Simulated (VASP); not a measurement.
Re: relaxation of cell and atoms with PBEsol

Crystal: Re.

```
Re
1.0
     0.00000    2.67500    2.67500
     2.67500    0.00000    2.67500
     2.67500    2.67500    0.00000
Re
2
Direct
  0.00000 0.00000 0.00000
  0.25000 0.25000 0.25000
```

This isn't the form of Re at room conditions, which is hcp.

| Item | Value |
| --- | --- |
| Program | VASP 6.6.1 |
| Task | relaxation of cell and atoms |
| Functional | PBEsol |
| Potentials or basis | VASP PAW PBE potentials, release 64 (Re) |
| Cutoff | 600 eV |
| k mesh | 13 × 13 × 13 |
| Occupations | fermi-dirac, width 0.1 eV |
| Spin | no spin polarisation |
| Target pressure | 60 GPa |
| Dipole correction | no |
| Further INCAR settings | ALGO = Normal; EDIFF = 1e-06; IBRION = 2; EDIFFG = -0.02; NSW = 80; ISIF = 3 |

```json
{
  "Relaxed volume": "17.60 Å³/atom",
  "Relaxed cell": "a = 3.678 Å, b = 3.678 Å, c = 3.678 Å, α = 60.00°, β = 60.00°, γ = 60.00°",
  "Space group after relaxing (to 0.1 Å)": "Fd-3m (No. 227)",
  "Energy change on relaxing (the run minimises the enthalpy)": "+429.2 meV/atom",
  "Ionic steps": "5",
  "Pressure after relaxing": "60.1 GPa",
  "Band gap on the k mesh": "zero (bands 7 and 8 overlap by 1.51 eV)"
}
```

The path:
```
step  energy change (eV)  largest force (eV/Å)  pressure (GPa)  volume (Å³)
   1              0.0000                0.0000           30.61        38.28
   2             17.4375                0.0000          441.44        21.94
   3              0.5920                0.0000           51.97        35.95
   4              0.7775                0.0000           57.62        35.41
   5              0.8583                0.0000           60.08        35.19
```

Final structure:
```cif
data_structure
_symmetry_space_group_name_H-M 'P 1'
_symmetry_Int_Tables_number 1
_cell_length_a 3.6783
_cell_length_b 3.6783
_cell_length_c 3.6783
_cell_angle_alpha 60.000
_cell_angle_beta 60.000
_cell_angle_gamma 60.000
_cell_volume 35.19
loop_
_atom_site_label
_atom_site_type_symbol
_atom_site_fract_x
_atom_site_fract_y
_atom_site_fract_z
_atom_site_occupancy
Re1 Re 0.00000 0.00000 0.00000 1
Re2 Re 0.25000 0.25000 0.25000 1
```

Levels at points of the mesh, in eV from the Fermi level:
```
           k point  band 5  band 6  band 7  band 8  band 9  band 10
(0.00, 0.00, 0.00)   -2.81   -2.81    0.81    0.81    0.81     5.71
```

It took 4 min on 1 thread of AMD EPYC 7R13 (shared host), peak memory 0.18 GiB.

Caveat: the cell is relaxed towards a set pressure, so the run minimises the enthalpy, not the energy; the PAW data sets were made with another functional, which shifts forces and pressure a little; spin-orbit coupling is left out, which moves the levels of the heavy elements.
